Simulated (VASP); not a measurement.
# Hg (C2/m) in VASP: further runs

Hg is run at these levels: RPBE, PBE, PBE+D4, PBEsol+D3(BJ); tasks: single point.

All numbers are computed with VASP 6.6.1; they aren't measurements. Logs are shortened: lines on timing, memory, paths and dates and some standing lists are left out, and cuts for length are marked.

## (1) The cell of the first run

The structure is monoclinic, space group C2/m (No. 12). Conventional cell: a = 4.468 Å, b = 4.092 Å, c = 3.060 Å, α = 90.00°, β = 96.54°, γ = 90.00°. Hg (site symmetry 2/m) has 6 Hg at 3.03 to 3.06 Å within 4.0 Å.

## (2) Single point, RPBE

INCAR

```
ALGO = Normal
EDIFF = 1E-6
ENCUT = 500
GGA = RP
GGA_COMPAT = False
ISIF = 2
ISMEAR = 0
LASPH = True
LCHARG = False
LREAL = False
LWAVE = False
NBANDS = 12
NELM = 120
PREC = Accurate
SIGMA = 0.1
```

KPOINTS

```
k-points
0
Gamma
  6 6 6
```

POSCAR

```
Hg
1.0
    2.2339762741     -2.0458582601      0.0000000000
    2.2339762741      2.0458582601      0.0000000000
   -0.3487351701      0.0000000000      3.0398006871
Hg
1
Direct
    0.5000000000      0.5000000000      0.5000000000
```

Potentials or basis: VASP PAW PBE potentials, release 64 (Hg).

Run with:

```sh
> cat potpaw_PBE.64/Hg/POTCAR > POTCAR
> mpirun -np 1 vasp_std > vasp.out
```

OUTCAR:

```text
EDIFF = 1E-6
   ENCUT = 500
   GGA = RP
   ISIF = 2
   ISMEAR = 0
   LASPH = True
   LREAL = False
   NELM = 120
   PREC = Accurate

 ion  position               nearest neighbor table
   1  0.500  0.500  0.500-

  LATTYP: Found a base centered monoclinic cell.
 ALAT       =     4.4679525482
 B/A-ratio  =     0.9157922955
 C/A-ratio  =     0.6848191074
 COS(beta)  =    -0.1139754530

  Lattice vectors:

 A1 = (   2.2339762741,  -2.0458582601,   0.0000000000)
 A2 = (   2.2339762741,   2.0458582601,   0.0000000000)
 A3 = (  -0.3487351701,   0.0000000000,   3.0398006871)

Analysis of symmetry for initial positions (statically):
=====================================================================
 Subroutine PRICEL returns:
 Original cell was already a primitive cell.

 Routine SETGRP: Setting up the symmetry group for a
 base centered monoclinic supercell.

 Subroutine GETGRP returns: Found  4 space group operations
 (whereof  4 operations were pure point group operations)
 out of a pool of  4 trial point group operations.

The static configuration has the point symmetry C_2h.

Analysis of symmetry for dynamics (positions and initial velocities):
=====================================================================
 Subroutine PRICEL returns:
 Original cell was already a primitive cell.

 Routine SETGRP: Setting up the symmetry group for a
 base centered monoclinic supercell.

 Subroutine GETGRP returns: Found  4 space group operations
 (whereof  4 operations were pure point group operations)
 out of a pool of  4 trial point group operations.

The dynamic configuration has the point symmetry C_2h.

 Subroutine INISYM returns: Found  4 space group operations
 (whereof  4 operations are pure point group operations),
 and found     1 'primitive' translations

----------------------------------------------------------------------------------------

                                     Primitive cell

  volume of cell :      27.7862

  direct lattice vectors                    reciprocal lattice vectors
     2.233976274 -2.045858260  0.000000000     0.223816164 -0.244396208  0.025676870
     2.233976274  2.045858260  0.000000000     0.223816164  0.244396208  0.025676870
    -0.348735170  0.000000000  3.039800687     0.000000000  0.000000000  0.328968937

  length of vectors
     3.029222015  3.029222015  3.059739276     0.332389054  0.332389054  0.328968937

  position of ions in fractional coordinates (direct lattice)
     0.500000000  0.500000000  0.500000000

  ion indices of the primitive-cell ions
[... 78 lines left out ...]
   IBRION =     -1    ionic relax: 0-MD 1-quasi-New 2-CG
   NFREE  =      0    steps in history (QN), initial steepest desc. (CG)
   ISIF   =      2    stress and relaxation
   ISYM   =      2    0-nonsym 1-usesym 2-fastsym
   POTIM  = 0.5000    time-step for ionic-motion
   TEBEG  =    0.0;   TEEND  =   0.0 temperature during run
   PSTRESS=    0.0 pullay stress
   NELECT =      12.0000    total number of electrons
   NUPDOWN=      -1.0000    fix difference up-down
   EMIN   =  10.00;   EMAX   =-10.00  energy-range for DOS
   EFERMI =   0.00;   METHOD = LEGACY
   ISMEAR =     0;   SIGMA  =   0.10  broadening in eV -4-tet -1-fermi 0-gaus
   EFERMI_NEDOS =   21; number of points for ismear=-14 and -15
   IALGO  =     38    algorithm
   IMIX   =      4    mixing-type and parameters
     AMIX     =   0.40;   BMIX     =  1.00
     AMIX_MAG =   1.60;   BMIX_MAG =  1.00
  volume/ion in A,a.u.               =      27.79       187.51
  Fermi-wavevector in a.u.,A,eV,Ry     =   1.237444  2.338430 20.834157  1.531267
  Thomas-Fermi vector in A             =   2.372011
   LORBIT       =      0    0 simple, 1 ext, 2 COOP (PROOUT), +10 PAW based schemes
   GGA     = RP    functional components
   LHFCALC =     F    Hartree Fock is set to
   AEXX    =    0.0000 exact exchange contribution
   IVDW    =     0    specifies the selected vdW correction
   LEPSILON=     F    determine dielectric tensor
   LRPA    =     F    only Hartree local field effects (RPA)
 non-spin polarized calculation
 Gauss-broadening in eV      SIGMA  =   0.10
  energy-cutoff  :      500.00
  volume of cell :       27.79
 maximum number of plane-waves:       716
 NGX is ok and might be reduce to    24
   NGX = 11   NGY = 11   NGZ = 11

 number of electron      12.0000004 magnetization

 Free energy of the ion-electron system (eV)
  ---------------------------------------------------
  ext. energy  EPLUGINS =         0.00000000
  ---------------------------------------------------
  free energy    TOTEN  =         0.24363127 eV

  energy without entropy =        0.24639469  energy(sigma->0) =        0.24501298

 E-fermi :   1.7267     XC(G=0):  -9.7495

 val. band max:        1.6869845863   @ k =  -0.1667   0.5000   0.1667
 cond. band min:       1.7377707998   @ k =  -0.1667   0.1667   0.5000
 fundamental gap:      0.0507862135
 Fermi energy:         1.7267476464

 k-point     1 :       0.0000    0.0000    0.0000
  band No.  band energies     occupation
      1      -6.2712      2.00000
      2      -6.0417      2.00000
      3      -5.9985      2.00000
      4      -4.1642      2.00000
      5      -4.1512      2.00000
      6      -4.1127      2.00000
      7      11.6373      0.00000
      8      11.9619      0.00000
      9      12.0498      0.00000
     10      15.2655      0.00000
     11      16.9404      0.00000
     12      17.1487      0.00000
[... 331 lines left out ...]
 k-point    24 :      -0.1667    0.1667    0.1667
  band No.  band energies     occupation
      1      -5.5934      2.00000
      2      -5.5131      2.00000
      3      -4.9882      2.00000
      4      -4.4787      2.00000
      5      -4.4009      2.00000
      6      -4.0749      2.00000
      7       8.5034      0.00000
      8       9.3461      0.00000
      9       9.6803      0.00000
     10      18.1770      0.00000
     11      20.2518      0.00000
     12      21.4585      0.00000

 [... further k-points ...]
[... 5 lines left out ...]
  --------------------------------------------------------------------------------------
  -------------------------------------------------------------------------------------
  Total        0.6724353      0.4780479      0.3843252      0.0000000      0.0000000     -0.0927546
  in kB       38.7732235     27.5646696     22.1605377      0.0000000      0.0000000     -5.3483154
  external PRESSURE =      29.4994769 kB  Pullay stress =       0.0000000 kB

 VOLUME and BASIS-vectors are now :
 -----------------------------------------------------------------------------
  energy-cutoff  :      500.00
  volume of cell :       27.79
      direct lattice vectors                 reciprocal lattice vectors
     2.233976274 -2.045858260  0.000000000     0.223816164 -0.244396208  0.025676870
     2.233976274  2.045858260  0.000000000     0.223816164  0.244396208  0.025676870
    -0.348735170  0.000000000  3.039800687     0.000000000  0.000000000  0.328968937

 POSITION                                       TOTAL-FORCE (eV/Angst)
 -----------------------------------------------------------------------------------
      2.05961      0.00000      1.51990         0.000000     -0.000000      0.000000
 -----------------------------------------------------------------------------------
    total drift:                               -0.000000     -0.000000     -0.000000

  FREE ENERGIE OF THE ION-ELECTRON SYSTEM (eV)
  ---------------------------------------------------
  free  energy   TOTEN  =         0.2436312716 eV

  energy  without entropy=        0.2463946909  energy(sigma->0) =        0.24501298
```

OSZICAR:

```text
N       E                     dE             d eps       ncg     rms          rms(c)
DAV:   1     0.735246827101E+02    0.73525E+02   -0.62269E+03  1640   0.912E+02
DAV:   2     0.157563280873E+01   -0.71949E+02   -0.68257E+02  1804   0.224E+02
DAV:   3     0.228414351888E+00   -0.13472E+01   -0.13461E+01  1952   0.344E+01
DAV:   4     0.226862543237E+00   -0.15518E-02   -0.15518E-02  1820   0.122E+00
DAV:   5     0.226859650277E+00   -0.28930E-05   -0.28932E-05  1916   0.491E-02    0.305E+00
DAV:   6     0.243929477372E+00    0.17070E-01   -0.46318E-02  1944   0.242E+00    0.227E+00
DAV:   7     0.244087885328E+00    0.15841E-03   -0.11053E-02  1880   0.104E+00    0.860E-01
DAV:   8     0.243707697016E+00   -0.38019E-03   -0.13832E-03  1688   0.431E-01    0.426E-02
DAV:   9     0.243646581832E+00   -0.61115E-04   -0.40868E-05  1872   0.546E-02    0.181E-02
DAV:  10     0.243631454433E+00   -0.15127E-04   -0.20560E-05  1700   0.399E-02    0.249E-03
DAV:  11     0.243631271564E+00   -0.18287E-06   -0.50329E-07  1792   0.526E-03
   1 F= 0.24363127E+00 E0= 0.24501298E+00  d E =-.276342E-02
```

Wall time 7.8 s (1 thread of Intel Xeon Platinum 8488C (Sapphire Rapids), shared host); peak memory 0.15 GiB.

What came out:

```yaml
Free_energy: 0.2436 eV
Pressure: 2.9 GPa
Band_gap_on_the_k_mesh: zero (band 6 reaches 5.17 eV, above the bottom of band 7 at 0.30 eV)
```

Stress tensor (GPa, compression positive):
```
 3.88  0.00 -0.53
 0.00  2.76  0.00
-0.53  0.00  2.22
```

Caveat: the PAW data sets were made with another functional, which shifts forces and pressure a little; spin-orbit coupling is left out, which moves the levels of the heavy elements.

## (3) Single point, PBE

INCAR

```
SYSTEM = Hg
PREC = Accurate ; ENCUT = 500
EDIFF = 1E-6 ; ISMEAR = -1
SIGMA = 0.2585199978643553 ; LREAL = .False.
LASPH = .True. ; NELM = 120
ALGO = Normal ; ISIF = 2
LWAVE = .False. ; LCHARG = .True.
GGA = PE ; LELF = .True.
LVHAR = .True. ; NBANDS = 12
GGA_COMPAT = .False.
```

KPOINTS

```
regular mesh
0
Gamma
  6 6 6
  0 0 0
```

POSCAR is that of step 2.

Potentials or basis: VASP PAW PBE potentials, release 64 (Hg).

Run with:

```sh
> cat potpaw_PBE.64/Hg/POTCAR > POTCAR
> mpirun -np 1 vasp_std > vasp.out
```

Wall time 9.3 s (1 thread of Intel Xeon Platinum 8488C (Sapphire Rapids), shared host); peak memory 0.15 GiB.

The run converged. Its results:

| Item | Value |
| --- | --- |
| Free energy | -0.2043 eV |
| Pressure | 0.9 GPa |
| Band gap on the k mesh | zero (band 6 reaches 4.99 eV, above the bottom of band 7 at 0.11 eV) |

Stress tensor (GPa, compression positive):
```
 1.45  0.00 -0.23
 0.00  0.94  0.00
-0.23  0.00  0.41
```

Levels at points of the mesh, in eV from the Fermi level:
```
           k point  band 3  band 4  band 5  band 6  band 7  band 8  band 9  band 10
(0.00, 0.00, 0.00)   -7.70   -5.84   -5.83   -5.79    9.87   10.19   10.28    13.48
(0.50, 0.00, 0.00)   -6.42   -6.33   -5.78   -2.64   -1.44   12.79   13.07    15.36
(0.50, 0.50, 0.00)   -6.32   -6.29   -5.23    0.67    1.12    2.38    7.59    15.06
(0.00, 0.00, 0.50)   -6.39   -6.30   -5.77   -2.80   -1.48   13.04   13.04    15.47
(0.50, 0.00, 0.50)   -6.29   -6.25   -5.26    0.53    1.09    2.27    7.49    15.26
(0.50, 0.50, 0.50)   -7.17   -5.24   -5.20    3.41    4.08    5.54    5.55     9.10
```

Caveat: spin-orbit coupling is left out, which moves the levels of the heavy elements.

[end of part 1 of 2]
